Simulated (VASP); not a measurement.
Input of a VASP 6.6.1 run:

File POSCAR:

```
CuI
1.0
    4.1473371115      0.0000000000      0.0000000000
   -2.0736685558      3.5916992967      0.0000000000
    0.0000000000      0.0000000000      6.3363560900
Cu I
2 2
Direct
    0.0000000000      0.0000000000      0.0000000000
    0.0000000000      0.0000000000      0.5000000000
    0.3333333333      0.6666666667      0.2500000000
    0.6666666667      0.3333333333      0.7500000000
```

INCAR.step1

```
PREC     = Accurate       # precision mode
ENCUT    = 520            # plane-wave cutoff, eV
ISMEAR   = 0              # smearing method
SIGMA    = 0.01           # smearing width, eV
LREAL    = F              # projectors in reciprocal space
LASPH    = T              # aspherical terms in the spheres
NELM     = 100            # most SCF steps
NBANDS   = 26             # bands
GGA      = PE             # functional
ALGO     = Normal         # electronic algorithm
EDIFF    = 1E-4           # SCF threshold, eV
LWAVE    = T              # write WAVECAR
LCHARG   = F              # write CHGCAR
```

File INCAR.step2:

```
PREC     = Accurate       # precision mode
ENCUT    = 520            # plane-wave cutoff, eV
EDIFF    = 1E-7           # SCF threshold, eV
ISMEAR   = 0              # smearing method
SIGMA    = 0.01           # smearing width, eV
LREAL    = F              # projectors in reciprocal space
LASPH    = T              # aspherical terms in the spheres
NELM     = 100            # most SCF steps
ALGO     = Normal         # electronic algorithm
ISIF     = 2              # what is computed and relaxed
LWAVE    = F              # write WAVECAR
LCHARG   = F              # write CHGCAR
METAGGA  = R2SCAN         # meta-GGA
LMIXTAU  = T            
NBANDS   = 26             # bands
ISTART   = 1
```

Contents of KPOINTS:

```
Automatic mesh
0
Gamma
  12 12 4
```

Potentials or basis: VASP PAW PBE potentials, release 64 (Cu, I).

Launch:

```sh
$ cat potpaw_PBE.64/Cu/POTCAR potpaw_PBE.64/I/POTCAR > POTCAR
$ cp INCAR.step1 INCAR
$ mpirun -np 1 vasp_std > vasp.out
$ cp INCAR.step2 INCAR
$ mpirun -np 1 vasp_std > vasp.out
```

Q: What does it give for the pressure?

A: 0.0 GPa.

Q: What does it give for the band gap on the k mesh?

A: 0.83 eV, indirect (least direct gap 1.30 eV).

Stress tensor (GPa, compression positive):
```
-0.05  0.00  0.00
 0.00 -0.05  0.00
 0.00  0.00  0.03
```

Caveat: the PAW data sets were made with another functional, which shifts forces and pressure a little; spin-orbit coupling is left out, which moves the levels of the heavy elements. r2SCAN opens gaps a little over a GGA but as a rule still falls short of measured ones.
